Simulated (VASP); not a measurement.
# MnS (Fm-3m) in VASP: settings compared, part 2 of 2

VASP 6.6.1. Earlier steps stand in the parts before.

### Step 4. Single point, PBE, collinear spin, ferromagnetic start

Input file INCAR:

```
SYSTEM = MnS
ALGO = Normal
EDIFF = 1E-6
ENCUT = 500
GGA = PE
GGA_COMPAT = .False.
ISIF = 2
ISMEAR = -1
ISPIN = 2
LASPH = .True.
LCHARG = .True.
LELF = .True.
LMAXMIX = 4
LORBIT = 11
LREAL = .False.
LVHAR = .True.
LWAVE = .False.
MAGMOM = 4 0
NBANDS = 20
NELM = 200
PREC = Accurate
SIGMA = 0.05
```

Input file KPOINTS:

```
k-points
0
Gamma
  5 5 5
  0 0 0
```

Input file POSCAR:

```
MnS
1.0
    0.0000000000      2.6045000000      2.6045000000
    2.6045000000      0.0000000000      2.6045000000
    2.6045000000      2.6045000000      0.0000000000
Mn S
1 1
Direct
    0.0000000000      0.0000000000      0.0000000000
    0.5000000000      0.5000000000      0.5000000000
```

Potentials or basis: VASP PAW PBE potentials, release 64 (Mn_pv, S).

The run is started by

```sh
> cat potpaw_PBE.64/Mn_pv/POTCAR potpaw_PBE.64/S/POTCAR > POTCAR
> mpirun -np 1 vasp_std > vasp.out
```

OUTCAR:

```text
SYSTEM = MnS
   EDIFF = 1E-6
   ENCUT = 500
   GGA = PE
   ISIF = 2
   ISMEAR = -1
   ISPIN = 2
   LASPH = .True.
   LORBIT = 11
   LREAL = .False.
   NELM = 200
   PREC = Accurate

 ion  position               nearest neighbor table
   1  0.000  0.000  0.000-   2 2.60   2 2.60   2 2.60   2 2.60   2 2.60   2 2.60
   2  0.500  0.500  0.500-   1 2.60   1 2.60   1 2.60   1 2.60   1 2.60   1 2.60

  LATTYP: Found a face centered cubic cell.
 ALAT       =     5.2090000000

  Lattice vectors:

 A1 = (   0.0000000000,   2.6045000000,   2.6045000000)
 A2 = (   2.6045000000,   0.0000000000,   2.6045000000)
 A3 = (   2.6045000000,   2.6045000000,   0.0000000000)

Analysis of symmetry for initial positions (statically):
=====================================================================
 Subroutine PRICEL returns:
 Original cell was already a primitive cell.

 Routine SETGRP: Setting up the symmetry group for a
 face centered cubic supercell.

 Subroutine GETGRP returns: Found 48 space group operations
 (whereof 48 operations were pure point group operations)
 out of a pool of 48 trial point group operations.

The static configuration has the point symmetry O_h .

Analysis of symmetry for dynamics (positions and initial velocities):
=====================================================================
 Subroutine PRICEL returns:
 Original cell was already a primitive cell.

 Routine SETGRP: Setting up the symmetry group for a
 face centered cubic supercell.

 Subroutine GETGRP returns: Found 48 space group operations
 (whereof 48 operations were pure point group operations)
 out of a pool of 48 trial point group operations.

The dynamic configuration has the point symmetry O_h .

Analysis of structural, dynamic, and magnetic symmetry:
=====================================================================
 Subroutine PRICEL returns:
 Original cell was already a primitive cell.

 Routine SETGRP: Setting up the symmetry group for a
 face centered cubic supercell.
[... 131 lines left out ...]
  ext. energy  EPLUGINS =         0.00000000
  ---------------------------------------------------
  free energy    TOTEN  =       -14.07062686 eV

  energy without entropy =      -14.06249317  energy(sigma->0) =      -14.06656002

 E-fermi :   6.7516     XC(G=0): -10.6486

 val. band max:        6.6196287844   @ k =  -0.4000   0.4000   0.0000
 cond. band min:       6.8569642758   @ k =   0.4000   0.0000   0.0000
 fundamental gap:      0.2373354914
 Fermi energy:         6.7515909293

 spin component 1

 k-point     1 :       0.0000    0.0000    0.0000
  band No.  band energies     occupation
      1     -43.9964      1.00000
      2     -43.9964      1.00000
      3     -43.9964      1.00000
      4      -7.9536      1.00000
      5       3.3133      1.00000
      6       3.3133      1.00000
[... 206 lines left out ...]
      6       1.6783      1.00000
[... 12 lines left out ...]
     19      22.2101      0.00000
     20      22.8955      0.00000
 Fermi energy:         6.7515909293

 spin component 2

 k-point     1 :       0.0000    0.0000    0.0000
  band No.  band energies     occupation
      1     -39.5386      1.00000
      2     -39.5386      1.00000
      3     -39.5386      1.00000
      4      -7.7004      1.00000
      5       4.9256      1.00000
      6       4.9256      1.00000
[... 219 lines left out ...]
     19      22.9521      0.00000
     20      23.4776      0.00000

------------------------ aborting loop because EDIFF is reached ----------------------------------------

  FORCE on cell =-STRESS in cart. coord.  units (eV):
  Direction    XX          YY          ZZ          XY          YZ          ZX
  --------------------------------------------------------------------------------------
  -------------------------------------------------------------------------------------
  Total       -0.9481773     -0.9481773     -0.9481773      0.0000000      0.0000000      0.0000000
  in kB      -42.9929314    -42.9929314    -42.9929314      0.0000000      0.0000000      0.0000000
  external PRESSURE =     -42.9929314 kB  Pullay stress =       0.0000000 kB

 VOLUME and BASIS-vectors are now :
 -----------------------------------------------------------------------------
  energy-cutoff  :      500.00
  volume of cell :       35.33
      direct lattice vectors                 reciprocal lattice vectors
     0.000000000  2.604500000  2.604500000    -0.191975427  0.191975427  0.191975427
     2.604500000  0.000000000  2.604500000     0.191975427 -0.191975427  0.191975427
     2.604500000  2.604500000  0.000000000     0.191975427  0.191975427 -0.191975427

 POSITION                                       TOTAL-FORCE (eV/Angst)
 -----------------------------------------------------------------------------------
      0.00000      0.00000      0.00000         0.000000      0.000000     -0.000000
      2.60450      2.60450      2.60450        -0.000000     -0.000000      0.000000
 -----------------------------------------------------------------------------------
    total drift:                               -0.000000      0.000000      0.000000

  FREE ENERGIE OF THE ION-ELECTRON SYSTEM (eV)
  ---------------------------------------------------
  free  energy   TOTEN  =       -14.0706268616 eV

  energy  without entropy=      -14.0624931710  energy(sigma->0) =      -14.06656002

 total charge

# of ion       s       p       d       tot
------------------------------------------
    1        0.214   6.161   4.938  11.312
    2        1.328   2.391   0.000   3.719
--------------------------------------------------
tot          1.542   8.551   4.938  15.031

 magnetization (x)

# of ion       s       p       d       tot
------------------------------------------
    1        0.049   0.038   4.105   4.192
    2        0.025   0.054   0.000   0.079
--------------------------------------------------
tot          0.074   0.092   4.105   4.271
```

OSZICAR:

```text
N       E                     dE             d eps       ncg     rms          rms(c)
DAV:   1     0.154040587379E+03    0.15404E+03   -0.10129E+04   800   0.957E+02
DAV:   2    -0.741278459828E+01   -0.16145E+03   -0.15184E+03   840   0.278E+02
DAV:   3    -0.151097811958E+02   -0.76970E+01   -0.76203E+01   948   0.667E+01
DAV:   4    -0.152026001000E+02   -0.92819E-01   -0.92757E-01   892   0.749E+00
DAV:   5    -0.152040099996E+02   -0.14099E-02   -0.14099E-02   908   0.965E-01    0.114E+01
DAV:   6    -0.141718088218E+02    0.10322E+01   -0.56338E+00   888   0.277E+01    0.109E+01
DAV:   7    -0.140718694686E+02    0.99939E-01   -0.78624E-01   868   0.119E+01    0.596E+00
DAV:   8    -0.140748771423E+02   -0.30077E-02   -0.33709E-02   860   0.150E+00    0.329E+00
DAV:   9    -0.140687461833E+02    0.61310E-02   -0.17375E-02   856   0.121E+00    0.516E-01
DAV:  10    -0.140704901697E+02   -0.17440E-02   -0.34213E-03   844   0.486E-01    0.189E-01
DAV:  11    -0.140705600913E+02   -0.69922E-04   -0.48977E-04   884   0.148E-01    0.118E-01
DAV:  12    -0.140705957087E+02   -0.35617E-04   -0.75184E-05   856   0.725E-02    0.838E-02
DAV:  13    -0.140706166430E+02   -0.20934E-04   -0.10466E-05   852   0.314E-02    0.514E-02
DAV:  14    -0.140706264018E+02   -0.97587E-05   -0.63735E-06   840   0.206E-02    0.743E-03
DAV:  15    -0.140706268616E+02   -0.45986E-06   -0.52098E-07   624   0.577E-03
   1 F= -.14070627E+02 E0= -.14066560E+02  d E =-.813369E-02  mag=     4.5911
```

stdout:

```text
POSCAR found type information on POSCAR MnS
 POSCAR found :  2 types and       2 ions
 scaLAPACK will be used
 LDA part: xc-table for (Slater+PW92), standard interpolation
 POSCAR, INCAR and KPOINTS ok, starting setup
 FFT: planning ... GRIDC
 FFT: planning ... GRID_SOFT
 FFT: planning ... GRID
 WAVECAR not read
 entering main loop
```

Wall time 27 s (1 thread of Intel Xeon Platinum 8259CL at 2.50GHz (Skylake/Cascade Lake), shared host); peak memory 0.17 GiB.

Results:

```yaml
Free_energy: -14.0706 eV
Pressure: -4.3 GPa
Net_moment: 4.59 μB per cell
Site_moments: Mn +4.19; S +0.08 μB
Valence_electrons_inside_the_program's_atomic_spheres: Mn 11.31; S 3.72
```

Caveat: the k points lie up to 0.42 Å⁻¹ apart; a cell with one magnetic atom can't hold antiferromagnetic order, which such compounds often take; semilocal functionals often make such compounds metallic where correlation or magnetic order opens a gap, which also shifts bond lengths.

### Step 5. Single point, PBE-based screened hybrid with 10 % exact exchange, collinear spin, ferromagnetic start

POSCAR is that of step 4.

Input file INCAR.step1:

```
SYSTEM = MnS
ALGO     = Normal         ! electronic algorithm
EDIFF    = 1E-5           ! SCF threshold, eV
ENCUT    = 400            ! plane-wave cutoff, eV
GGA      = PE             ! functional
GGA_COMPAT= .False.      
ISIF     = 2              ! what is computed and relaxed
ISMEAR   = -1             ! smearing method
ISPIN    = 2              ! spin polarisation
LASPH    = .True.         ! aspherical terms in the spheres
LCHARG   = .False.        ! write CHGCAR
LMAXMIX  = 4              ! l up to which the mixer works
LORBIT   = 11             ! projections on sites
LREAL    = .False.        ! projectors in reciprocal space
LWAVE    = .True.         ! write WAVECAR
MAGMOM   = 4 0            ! initial moments
NBANDS   = 20             ! bands
NELM     = 200            ! most SCF steps
PREC     = Accurate       ! precision mode
SIGMA    = 0.05           ! smearing width, eV
```

Input file INCAR.step2:

```
SYSTEM = MnS
AEXX     = 0.1            ! exact-exchange fraction
ALGO     = Normal         ! electronic algorithm
EDIFF    = 1E-6           ! SCF threshold, eV
ENCUT    = 400            ! plane-wave cutoff, eV
GGA      = PE             ! functional
GGA_COMPAT= .False.      
HFSCREEN = 0.2078699      ! screening, 1/A
ISIF     = 2              ! what is computed and relaxed
ISMEAR   = -1             ! smearing method
ISPIN    = 2              ! spin polarisation
ISTART   = 1            
LASPH    = .True.         ! aspherical terms in the spheres
LCHARG   = .False.        ! write CHGCAR
LHFCALC  = .True.         ! exact exchange
LMAXMIX  = 4              ! l up to which the mixer works
LORBIT   = 11             ! projections on sites
LREAL    = .False.        ! projectors in reciprocal space
LWAVE    = .False.        ! write WAVECAR
MAGMOM   = 4 0            ! initial moments
NBANDS   = 20             ! bands
NELM     = 200            ! most SCF steps
PREC     = Accurate       ! precision mode
PRECFOCK = Normal       
SIGMA    = 0.05           ! smearing width, eV
```

KPOINTS is that of step 4.

The run is started by

```sh
> cat potpaw_PBE.64/Mn_pv/POTCAR potpaw_PBE.64/S/POTCAR > POTCAR
> cp INCAR.step1 INCAR
> mpirun -np 1 vasp_std > vasp.out
> cp INCAR.step2 INCAR
> mpirun -np 1 vasp_std > vasp.out
```

Run time: 38 min. Hardware: 1 thread of Intel Xeon Platinum 8259CL at 2.50GHz (Skylake/Cascade Lake), shared host; peak memory 0.26 GiB.

The run converged. Its results:

- Free energy: -16.5332 eV
- Pressure: -0.5 GPa
- Net moment: 4.91 μB per cell
- Site moments: Mn +4.44; S +0.12 μB
- Valence electrons inside the program's atomic spheres: Mn 11.28; S 3.76

Levels at points of the mesh, in eV from the Fermi level:
Spin up:
```
           k point  band 9  band 10  band 11  band 12  band 13  band 14  band 15  band 16
(0.00, 0.00, 0.00)   -4.13    -1.94    -1.94    -1.94     2.02     8.90     8.90     8.90
```
Spin down:
```tsv
k point	band 4	band 5	band 6	band 7	band 8	band 9	band 10	band 11
(0.00, 0.00, 0.00)	-14.82	-1.64	-1.64	-1.64	1.11	1.11	1.11	1.12
```

Caveat: the k points lie up to 0.42 Å⁻¹ apart; the PAW data sets were made with another functional, which shifts forces and pressure a little; a cell with one magnetic atom can't hold antiferromagnetic order, which such compounds often take.

### Step 6. Overview

| task | level | cell | k mesh | cutoff (eV) | grid for exact exchange (PRECFOCK) | share of exact exchange | screening parameter | gap on the mesh (eV) | pressure (GPa) | moment (μB) | relaxed volume (Å³/atom) |
| --- | --- | --- | --- | --- | --- | --- | --- | --- | --- | --- | --- |
| relaxation of cell and atoms | revPBE | relaxed | 9 × 9 × 9 | 600 | - | - | - | none | -0.1 | 4.75 | 17.59 |
| relaxation of cell and atoms | revPBE+D3(BJ) | relaxed | 9 × 9 × 9 | 600 | - | - | - | none | 0.0 | 4.42 | 15.82 |
| single point | PBE | as given | 5 × 5 × 5 | 500 | - | - | - | none | -4.3 | 4.59 | - |
| single point | PBE-based screened hybrid with 10 % exact exchange | as given | 5 × 5 × 5 | 400 | Normal | 0.1 | 0.20787 1/Å | none | -0.5 | 4.91 | - |

Alike in all rows: potentials or basis VASP PAW PBE potentials, release 64 (Mn_pv, S); spin collinear, ferromagnetic start; smearing fermi-dirac 0.05 eV.

Caveats: some runs use coarse meshes; a cell with one magnetic atom can't hold antiferromagnetic order, which such compounds often take; the PAW data sets were made with another functional, which shifts forces and pressure a little (at least some runs); semilocal functionals often make such compounds metallic where correlation or magnetic order opens a gap, which also shifts bond lengths (at least some runs).

Total energies depend on the potentials used, so only differences within one code and one set of settings carry meaning.
